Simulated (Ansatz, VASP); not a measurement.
**NaTi2 in VASP and in Ansatz**

The input INCAR:

```
PREC = Accurate
ENCUT = 600
EDIFF = 1E-6
ISMEAR = -1
SIGMA = 0.05
LREAL = F
LASPH = T
NELM = 80
ALGO = Normal
ISIF = 3
LWAVE = F
LCHARG = F
GGA = PE
IBRION = 2
NSW = 70
EDIFFG = -0.005
```

File KPOINTS:

```
regular mesh
0
Gamma
  7 7 7
```

The input POSCAR:

```
NaTi2
1.0
    0.0000000000      4.0562603986      4.0562603986
    4.0562603986      0.0000000000      4.0562603986
    4.0562603986      4.0562603986      0.0000000000
Na Ti
2 4
Direct
    0.1250000000      0.1250000000      0.1250000000
   -0.1250000000     -0.1250000000     -0.1250000000
    0.5000000000      0.5000000000      0.5000000000
    0.5000000000      0.5000000000      0.0000000000
    0.5000000000      0.0000000000      0.5000000000
    0.0000000000      0.5000000000      0.5000000000
```

Input for Ansatz:

```yaml
crystal:
  lattice:
    - [0.0, 4.0562603986, 4.0562603986]
    - [4.0562603986, 0.0, 4.0562603986]
    - [4.0562603986, 4.0562603986, 0.0]
  atoms:
    - { symbol: Na, position: [0.125, 0.125, 0.125] }
    - { symbol: Na, position: [-0.125, -0.125, -0.125] }
    - { symbol: Ti, position: [0.5, 0.5, 0.5] }
    - { symbol: Ti, position: [0.5, 0.5, 0.0] }
    - { symbol: Ti, position: [0.5, 0.0, 0.5] }
    - { symbol: Ti, position: [0.0, 0.5, 0.5] }
kpoints:
  mp_grid: { grid: [7, 7, 7] }
scf:
  occupations: { method: fermi_dirac, width: 0.05 }
hamiltonian:
  xc: pbe
  pseudopotentials: { kind: paw }
output:
  forces: true
  stress: true
  write_density: true
  write_potential: true
  elf: true
  volumetric_format: npy
relax:
  f_tol: 0.005
  max_steps: 50
  cell: {}
```

Alike in both runs: task relaxation of cell and atoms; functional PBE; k mesh 7 × 7 × 7; occupations fermi-dirac, width 0.05 eV; no spin polarisation.

```csv
,VASP,Ansatz
version,VASP 6.6.1,Ansatz 0.2.0
potentials or method,"VASP PAW PBE potentials, release 64 (Na_pv, Ti_sv)","PAW with Ansatz's default frozen-core files, scalar-relativistic"
plane-wave cutoff (eV),600,420
valence electrons in the cell,62,66
```

Ansatz gave:

| Item | Value |
| --- | --- |
| relaxed volume (Å³/atom) | 21.58 |
| relaxed length of the cell vector where the two differ most in proportion (Å) | 5.678 |

Task: Which values does VASP return?

Result: Relaxed volume (Å³/atom): 21.54; relaxed length of the cell vector where the two differ most in proportion (Å): 5.675.

VASP's potentials hold 62 valence electrons a cell and Ansatz's 66, so a difference there can come from the potentials and not from the codes.
